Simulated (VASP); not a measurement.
Set up this calculation in VASP 6.6.1, as the native input.

| Item | Value |
| --- | --- |
| Task | single point |
| Functional | BLYP |
| Dispersion | D4 |
| Potentials or basis | VASP PAW PBE potentials, release 64 (Sb, Mn_pv) |
| Cutoff | 500 eV |
| k mesh | 7 × 7 × 5 |
| Occupations | fermi-dirac, width 0.05 eV |
| Spin | collinear spin, ferromagnetic start |
| Starting moments | [0.0, 0.0, 4.0, 4.0] μB |
| Dipole correction | no |
| Further INCAR settings | ALGO = Normal; EDIFF = 1e-06; NBANDS = 30 |

The structure of MnSb lies in POSCAR:

```
MnSb
1.0
    4.0415405542      0.0000000000      0.0000000000
   -2.0207702771      3.5000767904      0.0000000000
    0.0000000000      0.0000000000      5.5693062965
Sb Mn
2 2
Direct
    0.6666666667      0.3333333333      0.7500000000
    0.3333333333      0.6666666667      0.2500000000
    0.0000000000      0.0000000000      0.5000000000
    0.0000000000      0.0000000000      0.0000000000
```

One way to write it, as run:

INCAR

```
PREC = Accurate
ENCUT = 500
EDIFF = 1E-6
ISMEAR = -1
SIGMA = 0.05
LREAL = F
LASPH = T
NELM = 200
ALGO = Normal
ISIF = 2
LWAVE = F
LCHARG = F
ISPIN = 2
MAGMOM = 0 0 4 4
LORBIT = 11
LMAXMIX = 4
GGA = B5
ALDAX = 1.0
AGGAX = 1.0
AGGAC = 1.0
ALDAC = 0.0
IVDW = 13
VDW_S6 = 1.0
VDW_S8 = 2.34076671
VDW_A1 = 0.44488865
VDW_A2 = 4.0933009
NBANDS = 30
GGA_COMPAT = F
```

KPOINTS

```
Automatic mesh
0
Gamma
  7 7 5
```

Potentials or basis: VASP PAW PBE potentials, release 64 (Sb, Mn_pv).

The run is started by

```bash
$ cat potpaw_PBE.64/Sb/POTCAR potpaw_PBE.64/Mn_pv/POTCAR > POTCAR
$ mpirun -np 1 vasp_std > vasp.out
```

It gave:

- Pressure: 0.0 GPa
- Net moment: 5.92 μB per cell
- Site moments: Sb -0.11; Mn +3.00 μB
- Valence electrons inside the program's atomic spheres: Sb 2.53; Mn 11.69
- Dispersion energy per atom: -0.872 eV

Caveat: the PAW data sets were made with another functional, which shifts forces and pressure a little; the run started ferromagnetic, and an antiferromagnetic order may lie lower in energy.

Run time: 2.2 min on 1 thread of Intel(R) Xeon(R) Platinum 8488C (Sapphire Rapids), with other jobs on the host, peak memory 0.25 GiB.
